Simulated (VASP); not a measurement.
# Mn (Im-3m) in VASP: further runs, part 2 of 2

VASP 6.6.1. Earlier steps stand in the parts before.

**4. Single point, PBE, collinear spin, ferromagnetic start (volume scaled by 0.88)**

File INCAR:

```
PREC     = Accurate       # precision mode
ENCUT    = 520            # plane-wave cutoff, eV
EDIFF    = 1E-7           # SCF threshold, eV
ISMEAR   = -1             # smearing method
SIGMA    = 0.05           # smearing width, eV
LREAL    = False          # projectors in reciprocal space
LASPH    = True           # aspherical terms in the spheres
NELM     = 150            # most SCF steps
ALGO     = Normal         # electronic algorithm
ISIF     = 2              # what is computed and relaxed
LWAVE    = False          # write WAVECAR
LCHARG   = False          # write CHGCAR
ISPIN    = 2              # spin polarisation
MAGMOM   = -0.839         # initial moments
LORBIT   = 11             # projections on sites
LMAXMIX  = 4              # l up to which the mixer works
GGA      = PE             # functional
NBANDS   = 16             # bands
```

File KPOINTS:

```
Automatic mesh
0
Gamma
  18 18 18
```

File POSCAR:

```
Mn
1.0
   -1.3392155780      1.3392155780      1.3392155780
    1.3392155780     -1.3392155780      1.3392155780
    1.3392155780      1.3392155780     -1.3392155780
Mn
1
Direct
    0.0000000000      0.0000000000      0.0000000000
```

Started as:

```console
> cat potpaw_PBE.64/Mn_pv/POTCAR > POTCAR
> mpirun -np 1 vasp_std > vasp.out
```

It took 37 s on 1 thread of Intel Xeon Platinum 8559C (Emerald Rapids), shared host; peak memory 0.16 GiB.

Results (log left out):

| Item | Value |
| --- | --- |
| Free energy | -8.7087 eV |
| Pressure | 42.2 GPa |
| Net moment | -0.36 μB per cell |
| Site moments | Mn -0.36 μB |
| Valence electrons inside the program's atomic spheres | Mn 12.22 |

Levels at points of the mesh, in eV from the Fermi level:
Spin up:
| k point | band 4 | band 5 | band 6 | band 7 | band 8 | band 9 |
| --- | --- | --- | --- | --- | --- | --- |
| (0.00, 0.00, 0.00) | -9.16 | -1.70 | -1.70 | -1.70 | 0.62 | 0.62 |
| (0.50, 0.00, 0.00) | -5.56 | -3.43 | 0.61 | 0.87 | 0.99 | 2.46 |
| (0.50, 0.50, 0.50) | -5.49 | -5.49 | 2.03 | 2.03 | 2.03 | 11.66 |
Spin down:
```csv
k point,band 5,band 6,band 7,band 8,band 9,band 10
"(0.00, 0.00, 0.00)",-2.01,-2.01,-2.01,0.17,0.17,24.63
"(0.50, 0.00, 0.00)",-3.70,0.21,0.54,0.81,2.10,10.49
"(0.50, 0.50, 0.50)",-5.78,1.68,1.68,1.68,11.57,11.57
```

**5. Single point, PBE, collinear spin, ferromagnetic start (volume scaled by 0.92)**

File INCAR:

```
ALGO = Normal
EDIFF = 1E-7
ENCUT = 520
GGA = PE
ISIF = 2
ISMEAR = -1
ISPIN = 2
LASPH = True
LCHARG = True
LELF = True
LMAXMIX = 4
LORBIT = 11
LREAL = False
LVHAR = True
LWAVE = False
MAGMOM = -0.839
NBANDS = 16
NELM = 150
PREC = Accurate
SIGMA = 0.05
```

File KPOINTS:

```
k-points
0
Gamma
  18 18 18
```

File POSCAR:

```
Mn
1.0
   -1.3592068175      1.3592068175      1.3592068175
    1.3592068175     -1.3592068175      1.3592068175
    1.3592068175      1.3592068175     -1.3592068175
Mn
1
Direct
    0.0000000000      0.0000000000      0.0000000000
```

Started as:

```console
> cat potpaw_PBE.64/Mn_pv/POTCAR > POTCAR
> mpirun -np 1 vasp_std > vasp.out
```

Wall time 36 s (1 thread of Intel Xeon Platinum 8559C (Emerald Rapids), shared host); peak memory 0.15 GiB.

It converged, with:

- Free energy: -8.7988 eV
- Pressure: 24.4 GPa
- Net moment: -0.51 μB per cell
- Site moments: Mn -0.50 μB
- Valence electrons inside the program's atomic spheres: Mn 12.12

Levels at points of the mesh, in eV from the Fermi level:
Spin up:
| k point | band 4 | band 5 | band 6 | band 7 | band 8 | band 9 |
| --- | --- | --- | --- | --- | --- | --- |
| (0.00, 0.00, 0.00) | -8.92 | -1.50 | -1.50 | -1.50 | 0.72 | 0.72 |
| (0.50, 0.00, 0.00) | -5.20 | -3.13 | 0.70 | 0.81 | 1.07 | 2.42 |
| (0.50, 0.50, 0.50) | -5.06 | -5.06 | 2.01 | 2.01 | 2.01 | 11.27 |
Spin down:
| k point | band 3 | band 4 | band 5 | band 6 | band 7 | band 8 | band 9 | band 10 | band 11 | band 12 |
| --- | --- | --- | --- | --- | --- | --- | --- | --- | --- | --- |
| (0.00, 0.00, 0.00) | -48.23 | -9.01 | -1.93 | -1.93 | -1.93 | 0.10 | 0.10 | 24.29 | 24.29 | 24.29 |
| (0.50, 0.00, 0.00) | -48.24 | -5.51 | -3.51 | 0.13 | 0.43 | 0.73 | 1.92 | 9.93 | 18.45 | 22.79 |
| (0.50, 0.50, 0.50) | -48.88 | -5.47 | -5.47 | 1.52 | 1.52 | 1.52 | 11.17 | 11.17 | 11.17 | 18.04 |

**6. Single point, PBE, collinear spin, antiferromagnetic start**

This run uses another cell than the first one: it holds 2 atoms, not 1.

File INCAR:

```
SYSTEM = Mn
  PREC = Accurate
  ENCUT = 520
  EDIFF = 1E-6
  ISMEAR = -1
  SIGMA = 0.05
  LREAL = .FALSE.
  LASPH = .TRUE.
  NELM = 150
  ALGO = Normal
  ISIF = 2
  LWAVE = .FALSE.
  LCHARG = .TRUE.
  ISPIN = 2
  MAGMOM = 3 -3
  LORBIT = 11
  LMAXMIX = 4
  GGA = PE
  LELF = .TRUE.
  LVHAR = .TRUE.
  NBANDS = 24
```

File KPOINTS:

```
Automatic mesh
0
G
  11 11 11
  0 0 0
```

File POSCAR:

```
Mn
1.0
    2.7829568978      0.0000000000      0.0000000000
    0.0000000000      2.7829568978      0.0000000000
    0.0000000000      0.0000000000      2.7829568978
Mn
2
Direct
    0.0000000000      0.0000000000      0.0000000000
    0.5000000000      0.5000000000      0.5000000000
```

Potentials or basis: VASP PAW PBE potentials, release 64 (Mn_pv).

Started as:

```console
> cat potpaw_PBE.64/Mn_pv/POTCAR > POTCAR
> mpirun -np 1 vasp_std > vasp.out
```

It took 34 s on 1 thread of Intel Xeon Platinum 8559C (Emerald Rapids), shared host; peak memory 0.17 GiB.

It converged, with:

```yaml
Free_energy: -17.6916 eV
Pressure: 0.0 GPa
Band_gap_on_the_k_mesh: zero (filled and empty bands overlap)
Net_moment: 0.00 μB per cell
Valence_electrons_inside_the_program's_atomic_spheres: Mn 11.97
```

Levels at points of the mesh, in eV from the Fermi level:
Spin up:
```csv
k point,band 10,band 11,band 12,band 13,band 14,band 15,band 16,band 17
"(0.00, 0.00, 0.00)",-1.60,-1.60,-1.60,0.33,0.33,1.54,1.54,1.54
```
Spin down:
| k point | band 9 | band 10 | band 11 | band 12 | band 13 | band 14 | band 15 | band 16 | band 17 | band 18 |
| --- | --- | --- | --- | --- | --- | --- | --- | --- | --- | --- |
| (0.00, 0.00, 0.00) | -4.80 | -1.60 | -1.60 | -1.60 | 0.33 | 0.33 | 1.54 | 1.54 | 1.54 | 10.58 |

Caveat: the starting moments collapsed, and a magnetic state may lie lower.

**7. The runs side by side**

```tsv
spin	cell	k mesh	cutoff (eV)	smearing	gap on the mesh (eV)	pressure (GPa)	moment (μB)
off	a = 2.412 Å, angles 109.5°, 1 atom	8 × 8 × 8	500	fermi-dirac 0.1 eV	none	-0.4	-
collinear, ferromagnetic start	a = 2.421 Å, angles 109.5°, 1 atom	15 × 15 × 15	520	fermi-dirac 0.05 eV	none	0.1	0.81
collinear, ferromagnetic start	a = 2.320 Å, angles 109.5°, 1 atom	18 × 18 × 18	520	fermi-dirac 0.05 eV	none	42.2	0.36
collinear, ferromagnetic start	a = 2.354 Å, angles 109.5°, 1 atom	18 × 18 × 18	520	fermi-dirac 0.05 eV	none	24.4	0.51
```

Alike in all rows: task single point; level PBE; potentials or basis VASP PAW PBE potentials, release 64 (Mn_pv).

Caveats: some runs use coarse meshes.

Absolute energies hang on the potentials; compare differences alone.
